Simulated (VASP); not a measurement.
# Mo in VASP: further runs

Mo is run at these levels: LDA; tasks: single point.

Program: VASP 6.6.1. These are calculated values, not measurements. Logs are shortened: lines on timing, memory, paths and dates and some standing lists are left out, and cuts for length are marked.

### Step 1. The cell of the first run

The cell holds a slab with vacuum, 5 atoms: a = 3.111 Å, b = 3.111 Å, c = 22.222 Å, α = 90.00°, β = 90.00°, γ = 90.00°.

### Step 2. Single point, LDA

INCAR

```
PREC = Accurate ; ENCUT = 520
EDIFF = 1E-6 ; ISMEAR = -1
SIGMA = 0.08 ; LREAL = False
LASPH = True ; NELM = 80
ALGO = Normal ; ISIF = 2
LWAVE = False ; LCHARG = False
LDIPOL = True ; IDIPOL = 3
DIPOL = 0.5 0.5 0.500 ; NBANDS = 43
```

KPOINTS

```
Automatic mesh
0
Gamma
  11 11 1
```

POSCAR

```
Mo
1.0
    3.1112033377      0.0000000000      0.0000000000
    0.0000000000      3.1112033377      0.0000000000
    0.0000000000      0.0000000000     22.2224000000
Mo
5
Direct
    0.0000000000      0.0000000000      0.3666937338
    0.5000000000      0.5000000000      0.4285887491
    0.0000000000      0.0000000000      0.4999999989
    0.5000000000      0.5000000000      0.5714112521
    0.0000000000      0.0000000000      0.6333062661
```

Potentials or basis: VASP PAW LDA potentials, release 64 (Mo_sv).

Started as:

```bash
$ cat potpaw_LDA.64/Mo_sv/POTCAR > POTCAR
$ mpirun -np 1 vasp_std > vasp.out
```

OUTCAR:

```text
PREC = Accurate
   ENCUT = 520
   EDIFF = 1E-6
   ISMEAR = -1
   LREAL = False
   LASPH = True
   NELM = 80
   ISIF = 2

 ion  position               nearest neighbor table
   1  0.000  0.000  0.367-   2 2.59   2 2.59   2 2.59   2 2.59   3 2.96
   2  0.500  0.500  0.429-   1 2.59   1 2.59   1 2.59   1 2.59   3 2.71   3 2.71   3 2.71   3 2.71
                             4 3.17
   3  0.000  0.000  0.500-   2 2.71   2 2.71   2 2.71   2 2.71   4 2.71   4 2.71   4 2.71   4 2.71
                             1 2.96   5 2.96
   4  0.500  0.500  0.571-   5 2.59   5 2.59   5 2.59   5 2.59   3 2.71   3 2.71   3 2.71   3 2.71
                             2 3.17
   5  0.000  0.000  0.633-   4 2.59   4 2.59   4 2.59   4 2.59   3 2.96

  LATTYP: Found a simple tetragonal cell.
 ALAT       =     3.1112033377
 C/A-ratio  =     7.1427025456

  Lattice vectors:

 A1 = (   3.1112033377,   0.0000000000,   0.0000000000)
 A2 = (   0.0000000000,   3.1112033377,   0.0000000000)
 A3 = (   0.0000000000,   0.0000000000,  22.2224000000)

Analysis of symmetry for initial positions (statically):
=====================================================================
 Subroutine PRICEL returns:
 Original cell was already a primitive cell.

 Routine SETGRP: Setting up the symmetry group for a
 simple tetragonal supercell.

 Subroutine GETGRP returns: Found 16 space group operations
 (whereof 16 operations were pure point group operations)
 out of a pool of 16 trial point group operations.

The static configuration has the point symmetry D_4h.

Analysis of symmetry for dynamics (positions and initial velocities):
=====================================================================
 Subroutine PRICEL returns:
 Original cell was already a primitive cell.

 Routine SETGRP: Setting up the symmetry group for a
 simple tetragonal supercell.

 Subroutine GETGRP returns: Found 16 space group operations
 (whereof 16 operations were pure point group operations)
 out of a pool of 16 trial point group operations.

The dynamic configuration has the point symmetry D_4h.

 Subroutine INISYM returns: Found 16 space group operations
 (whereof 16 operations are pure point group operations),
 and found     1 'primitive' translations

----------------------------------------------------------------------------------------

                                     Primitive cell

  volume of cell :     215.1036

  direct lattice vectors                    reciprocal lattice vectors
     3.111203338  0.000000000  0.000000000     0.321419043  0.000000000  0.000000000
     0.000000000  3.111203338  0.000000000     0.000000000  0.321419043  0.000000000
     0.000000000  0.000000000 22.222400000     0.000000000  0.000000000  0.044999640

  length of vectors
     3.111203338  3.111203338 22.222400000     0.321419043  0.321419043  0.044999640

  position of ions in fractional coordinates (direct lattice)
     0.000000000  0.000000000  0.366693734
     0.500000000  0.500000000  0.428588749
     0.000000000  0.000000000  0.499999999
     0.500000000  0.500000000  0.571411252
     0.000000000  0.000000000  0.633306266

  ion indices of the primitive-cell ions
   primitive index   ion index
                 1           1
                 2           2
                 3           3
                 4           4
                 5           5

----------------------------------------------------------------------------------------

 KPOINTS: Automatic mesh

Automatic generation of k-mesh.
 Grid dimensions read from file:
 generate k-points for:   11   11    1

 Generating k-lattice:

  Cartesian coordinates                     Fractional coordinates (reciprocal lattice)
     0.029219913  0.000000000  0.000000000     0.090909091  0.000000000  0.000000000
     0.000000000  0.029219913  0.000000000     0.000000000  0.090909091  0.000000000
     0.000000000  0.000000000  0.044999640     0.000000000  0.000000000  1.000000000

  Length of vectors
     0.029219913  0.029219913  0.044999640

  Shift w.r.t. Gamma in fractional coordinates (k-lattice)
     0.000000000  0.000000000  0.000000000

 Subroutine IBZKPT returns following result:
 ===========================================

 Found     21 irreducible k-points:

 Following reciprocal coordinates:
            Coordinates               Weight
  0.000000  0.000000  0.000000      1.000000
  0.090909  0.000000  0.000000      4.000000
  0.181818  0.000000  0.000000      4.000000
  0.272727  0.000000  0.000000      4.000000
  0.363636  0.000000  0.000000      4.000000
  0.454545  0.000000  0.000000      4.000000
[... 13 lines left out ...]
  0.454545  0.363636  0.000000      8.000000
  0.454545  0.454545  0.000000      4.000000
   k-points           NKPTS =     21   k-points in BZ     NKDIM =     21   number of bands    NBANDS=     43
   number of dos      NEDOS =    301   number of ions     NIONS =      5
   total plane-waves  NPLWV =  96768
   dimension x,y,z NGX =    24 NGY =   24 NGZ =  168
   dimension x,y,z NGXF=    48 NGYF=   48 NGZF=  336
   ions per type =               5
   NGX,Y,Z   is equivalent  to a cutoff of  12.82, 12.82, 12.57 a.u.
   NGXF,Y,Z  is equivalent  to a cutoff of  25.65, 25.65, 25.14 a.u.
 SYSTEM =  unknown system
   PREC   = accura    normal or accurate (medium, high low for compatibility)
   ISTART =      0    job   : 0-new  1-cont  2-samecut
   ICHARG =      2    charge: 1-file 2-atom 10-const
   ISPIN  =      1    spin polarized calculation?
   LNONCOLLINEAR =      F non collinear calculations
   LSORBIT =      F    spin-orbit coupling
   LASPH  =      T    aspherical Exc in radial PAW
   ENCUT  =  520.0 eV  38.22 Ry    6.18 a.u.   5.78  5.78 41.32*2*pi/ulx,y,z
   NELM   =     80;   NELMIN=  2; NELMDL= -5     # of ELM steps
   EDIFF  = 0.1E-05   stopping-criterion for ELM
   LREAL  =      F    real-space projection
   EDIFFG = 0.1E-04   stopping-criterion for IOM
   NSW    =      0    number of steps for IOM
   IBRION =     -1    ionic relax: 0-MD 1-quasi-New 2-CG
   NFREE  =      0    steps in history (QN), initial steepest desc. (CG)
   ISIF   =      2    stress and relaxation
   ISYM   =      2    0-nonsym 1-usesym 2-fastsym
   POTIM  = 0.5000    time-step for ionic-motion
   TEBEG  =    0.0;   TEEND  =   0.0 temperature during run
   PSTRESS=    0.0 pullay stress
   NELECT =      70.0000    total number of electrons
   NUPDOWN=      -1.0000    fix difference up-down
   EMIN   =  10.00;   EMAX   =-10.00  energy-range for DOS
   EFERMI =   0.00;   METHOD = LEGACY
   ISMEAR =    -1;   SIGMA  =   0.08  broadening in eV -4-tet -1-fermi 0-gaus
   EFERMI_NEDOS =   21; number of points for ismear=-14 and -15
   IALGO  =     38    algorithm
   IMIX   =      4    mixing-type and parameters
     AMIX     =   0.40;   BMIX     =  1.00
     AMIX_MAG =   1.60;   BMIX_MAG =  1.00
  volume/ion in A,a.u.               =      43.02       290.32
  Fermi-wavevector in a.u.,A,eV,Ry     =   1.126052  2.127929 17.252079  1.267992
  Thomas-Fermi vector in A             =   2.262732
   LORBIT       =      0    0 simple, 1 ext, 2 COOP (PROOUT), +10 PAW based schemes
   GGA     = CA    functional components
   LHFCALC =     F    Hartree Fock is set to
   AEXX    =    0.0000 exact exchange contribution
   IVDW    =     0    specifies the selected vdW correction
   LEPSILON=     F    determine dielectric tensor
   LRPA    =     F    only Hartree local field effects (RPA)
 non-spin polarized calculation
  energy-cutoff  :      520.00
  volume of cell :      215.10
 maximum number of plane-waves:      5840
 NGX is ok and might be reduce to    24
   NGX = 11   NGY = 11   NGZ = 83

 number of electron      69.9999994 magnetization

 dipolmoment           0.000000      0.000000      0.000000 electrons x Angstroem

 Free energy of the ion-electron system (eV)
  ---------------------------------------------------
  ext. energy  EPLUGINS =         0.00000000
  ---------------------------------------------------
  free energy    TOTEN  =       -56.18028731 eV

  energy without entropy =      -56.04219205  energy(sigma->0) =      -56.11123968

 E-fermi :   1.8517     XC(G=0):  -5.8868

 val. band max:        1.8441357581   @ k =   0.2727   0.2727   0.0000
 cond. band min:       1.8531276262   @ k =   0.0000   0.0000   0.0000
 fundamental gap:      0.0089918681
 Fermi energy:         1.8517379901

 k-point     1 :       0.0000    0.0000    0.0000
  band No.  band energies     occupation
      1     -59.0353      2.00000
      2     -58.8129      2.00000
      3     -58.7082      2.00000
      4     -58.3695      2.00000
      5     -58.3586      2.00000
      6     -33.5213      2.00000
[... 35 lines left out ...]
     42       3.1765      0.00000
     43       3.2532      0.00000

 k-point     2 :       0.0909    0.0000    0.0000
  band No.  band energies     occupation
      1     -59.0254      2.00000
      2     -58.8036      2.00000
      3     -58.7057      2.00000
      4     -58.3750      2.00000
      5     -58.3656      2.00000
      6     -33.5685      2.00000
[... 35 lines left out ...]
     42       3.5286      0.00000
     43       3.8190      0.00000

 k-point     3 :       0.1818    0.0000    0.0000
  band No.  band energies     occupation
      1     -58.9977      2.00000
      2     -58.7773      2.00000
      3     -58.6987      2.00000
      4     -58.3912      2.00000
      5     -58.3857      2.00000
      6     -33.6806      2.00000
[... 35 lines left out ...]
     42       3.5418      0.00000
     43       3.8651      0.00000

 k-point     4 :       0.2727    0.0000    0.0000
  band No.  band energies     occupation
      1     -58.9584      2.00000
      2     -58.7384      2.00000
      3     -58.6888      2.00000
      4     -58.4167      2.00000
      5     -58.4157      2.00000
      6     -33.8022      2.00000
[... 725 lines left out ...]
     42       4.1211      0.00000
     43       4.1785      0.00000

 k-point    20 :       0.4545    0.3636    0.0000
  band No.  band energies     occupation
      1     -58.8684      2.00000
      2     -58.6465      2.00000
      3     -58.6371      2.00000
      4     -58.4550      2.00000
      5     -58.4544      2.00000
      6     -33.8766      2.00000
[... 35 lines left out ...]
     42       4.0771      0.00000
     43       4.4703      0.00000

 k-point    21 :       0.4545    0.4545    0.0000
  band No.  band energies     occupation
      1     -58.8640      2.00000
      2     -58.6421      2.00000
      3     -58.6323      2.00000
      4     -58.4518      2.00000
      5     -58.4511      2.00000
      6     -33.9257      2.00000
[... 35 lines left out ...]
     42       4.2645      0.00000
     43       4.4026      0.00000

------------------------ aborting loop because EDIFF is reached ----------------------------------------

 vacuum level on the upper side and lower side of the slab       (xc-potential included)        -0.162        -0.162

  FORCE on cell =-STRESS in cart. coord.  units (eV):
  Direction    XX          YY          ZZ          XY          YZ          ZX
  --------------------------------------------------------------------------------------
  -------------------------------------------------------------------------------------
  Total       -3.4192785     -3.4192785      0.4238898      0.0000000     -0.0000000      0.0000000
  in kB      -25.4681445    -25.4681445      3.1572998      0.0000000     -0.0000000      0.0000000
  external PRESSURE =     -15.9263298 kB  Pullay stress =       0.0000000 kB

 VOLUME and BASIS-vectors are now :
 -----------------------------------------------------------------------------
  energy-cutoff  :      520.00
  volume of cell :      215.10
      direct lattice vectors                 reciprocal lattice vectors
     3.111203338  0.000000000  0.000000000     0.321419043  0.000000000  0.000000000
     0.000000000  3.111203338  0.000000000     0.000000000  0.321419043  0.000000000
     0.000000000  0.000000000 22.222400000     0.000000000  0.000000000  0.044999640

 POSITION                                       TOTAL-FORCE (eV/Angst)
 -----------------------------------------------------------------------------------
      0.00000      0.00000      8.14881        -0.000000     -0.000000     -0.083545
      1.55560      1.55560      9.52427        -0.000000     -0.000000      0.010841
      0.00000      0.00000     11.11120        -0.000000     -0.000000      0.000000
      1.55560      1.55560     12.69813         0.000000      0.000000     -0.010841
      0.00000      0.00000     14.07359        -0.000000     -0.000000      0.083545
 -----------------------------------------------------------------------------------
    total drift:                                0.000000     -0.000000     -0.000005

  FREE ENERGIE OF THE ION-ELECTRON SYSTEM (eV)
  ---------------------------------------------------
  free  energy   TOTEN  =       -56.1802873098 eV

  energy  without entropy=      -56.0421920537  energy(sigma->0) =      -56.11123968

 vacuum level on the upper side and lower side of the slab         6.022         6.022
```

Run time: 2.8 min. Hardware: 1 thread of AMD EPYC 9R45 (Zen 5), shared host; peak memory 0.28 GiB.

What came out:

```
Free energy            : -56.1803 eV
Largest force          : 0.084 eV/Å
Band gap on the k mesh : zero (bands 35 and 36 overlap by 1.65 eV)
```

Forces in eV/Å, atoms in the order of the input:
```
Mo   0.000  0.000 -0.084
Mo   0.000  0.000  0.011
Mo   0.000  0.000  0.000
Mo   0.000  0.000 -0.011
Mo   0.000  0.000  0.084
```

### Step 3. Single point, LDA

INCAR

```
ALGO     = Normal         # electronic algorithm
EDIFF    = 1E-7           # SCF threshold, eV
ENCUT    = 520            # plane-wave cutoff, eV
ISIF     = 2              # what is computed and relaxed
ISMEAR   = -1             # smearing method
LASPH    = True           # aspherical terms in the spheres
LCHARG   = False          # write CHGCAR
LREAL    = False          # projectors in reciprocal space
LWAVE    = False          # write WAVECAR
NBANDS   = 43             # bands
NELM     = 60             # most SCF steps
PREC     = Accurate       # precision mode
SIGMA    = 0.08           # smearing width, eV
```

KPOINTS

```
k-points
0
Gamma
  11 11 1
```

POSCAR is that of step 2.

Potentials or basis: VASP PAW LDA potentials, release 64 (Mo_sv).

Started as:

```bash
$ cat potpaw_LDA.64/Mo_sv/POTCAR > POTCAR
$ mpirun -np 1 vasp_std > vasp.out
```

Run time: 3 min. Hardware: 1 thread of AMD EPYC 9R45 (Zen 5), shared host; peak memory 0.28 GiB.

The run converged. Its results:

```
Free energy            : -56.1803 eV
Largest force          : 0.084 eV/Å
Band gap on the k mesh : zero (bands 35 and 36 overlap by 1.65 eV)
```

Forces in eV/Å, atoms in the order of the input:
```
Mo   0.000  0.000 -0.084
Mo   0.000  0.000  0.011
Mo   0.000  0.000  0.000
Mo   0.000  0.000 -0.011
Mo   0.000  0.000  0.084
```

Levels at points of the mesh, in eV from the Fermi level:
```csv
k point,band 33,band 34,band 35,band 36,band 37,band 38
"(0.00, 0.00, 0.00)",-0.83,-0.63,-0.14,-0.14,-0.08,-0.07
```
